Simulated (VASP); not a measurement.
Wanted: the native input for a VASP 6.6.1 run.

```
Task                   : single point
Functional             : PBE
Potentials or basis    : VASP PAW PBE potentials, release 64 (Be, Cd, S)
Cutoff                 : 520 eV
k mesh                 : 4 × 4 × 4
Occupations            : gaussian, width 0.2 eV
Spin                   : no spin polarisation
Dipole correction      : no
Further INCAR settings : ALGO = Normal; EDIFF = 1e-07; NBANDS = 28
```

The structure of BeCdS4 lies in POSCAR:

```
BeCdS4
1.0
   -2.1344120744      3.3717322828      4.1421489593
    2.1344120744     -3.3717322828      4.1421489593
    2.1344120744      3.3717322828     -4.1421489593
Be Cd S
1 1 4
Direct
    0.0000000000      0.0000000000      0.0000000000
    0.5000000000      0.0000000000      0.5000000000
    0.6875485124      0.5567222934      0.4469714782
    0.1097508152      0.2405770342      0.5530285218
    0.8902491848      0.4432777066      0.1308262191
    0.3124514876      0.7594229658      0.8691737809
```

One way to write it, as run:

INCAR

```
SYSTEM = BeCdS4
ALGO = Normal
EDIFF = 1E-7
ENCUT = 520
GGA = PE
ISIF = 2
ISMEAR = 0
LASPH = .TRUE.
LCHARG = .FALSE.
LREAL = .FALSE.
LWAVE = .FALSE.
NBANDS = 28
NELM = 60
PREC = Accurate
SIGMA = 0.2
```

KPOINTS

```
k-points
0
G
  4 4 4
  0 0 0
```

Potentials or basis: VASP PAW PBE potentials, release 64 (Be, Cd, S).

Run with:

```console
$ cat potpaw_PBE.64/Be/POTCAR potpaw_PBE.64/Cd/POTCAR potpaw_PBE.64/S/POTCAR > POTCAR
$ mpirun -np 1 vasp_std > vasp.out
```

It gave:

```yaml
Pressure: 0.1 GPa
Largest_force: 0.095 eV/Å
Band_gap_on_the_k_mesh: 1.25 eV, indirect (least direct gap 2.13 eV)
```

Caveat: the k points lie up to 0.44 Å⁻¹ apart.

Run time: 48 s on 1 thread of Intel(R) Xeon(R) 6975P-C (Granite Rapids), on a shared host, peak memory 0.34 GiB.
